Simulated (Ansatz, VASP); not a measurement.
**W: VASP beside Ansatz**

INCAR

```
SYSTEM = W
  PREC = Accurate
  ENCUT = 520
  EDIFF = 1E-6
  ISMEAR = -1
  SIGMA = 0.05
  LREAL = .False.
  LASPH = .True.
  NELM = 100
  ALGO = Normal
  ISIF = 2
  LWAVE = .False.
  LCHARG = .True.
  GGA = PE
  LELF = .True.
  LVHAR = .True.
  NBANDS = 13
```

KPOINTS

```
Automatic mesh
0
Gamma
  14 14 14
  0 0 0
```

The input POSCAR:

```
W
1.0
    0.0000000000      2.0300000000      2.0706000000
    2.0300000000      0.0000000000      2.0706000000
    2.0300000000      2.0300000000      0.0000000000
W
1
Direct
    0.0000000000      0.0000000000      0.0000000000
```

Input for Ansatz:

```yaml
crystal:
  lattice:
    - [0.0, 2.03, 2.0706]
    - [2.03, 0.0, 2.0706]
    - [2.03, 2.03, 0.0]
  atoms:
    - { symbol: W, position: [0.0, 0.0, 0.0] }
kpoints:
  mp_grid: { grid: [14, 14, 14] }
  band_path:
    path:
      - [0.0, 0.0, 0.0]
      - [0.0, 0.5, 0.5]
      - [0.25, 0.75, 0.5]
      - [0.0, 0.5, 0.0]
      - [0.0, 0.0, 0.0]
      - [0.5, 0.5, 0.0]
      - [0.3701460977, 0.6298539023, 0.0]
      - [-0.3701460977, 0.3701460977, 0.0]
      - [0.0, 0.0, 0.0]
    npoints: 5
scf:
  occupations: { method: fermi_dirac, width: 0.05 }
hamiltonian:
  xc: pbe
  pseudopotentials: { kind: all_electron, lapw: { basis_error: 0.00025 } }
output:
  forces: true
  stress: true
  eigenvalues: true
```

Change from the starting cell: zz strain of +2 %.

Alike in both runs: task single point; functional PBE; k mesh 14 × 14 × 14; occupations fermi-dirac, width 0.05 eV; no spin polarisation.

|  | VASP | Ansatz |
| --- | --- | --- |
| version | VASP 6.6.1 | Ansatz 0.2.0 |
| potentials or method | VASP PAW PBE potentials, release 64 (W_sv), cutoff 520 eV | all-electron LAPW, scalar-relativistic |

```csv
,VASP,Ansatz,Ansatz less VASP
pressure (GPa),-9.3,-9.6,-0.24
"traceless stress, the component that is largest in VASP (GPa)",3.94,3.91,-0.032
```

Ansatz ran all-electron here, and VASP with PAW potentials.

Neither program's run includes spin-orbit coupling.
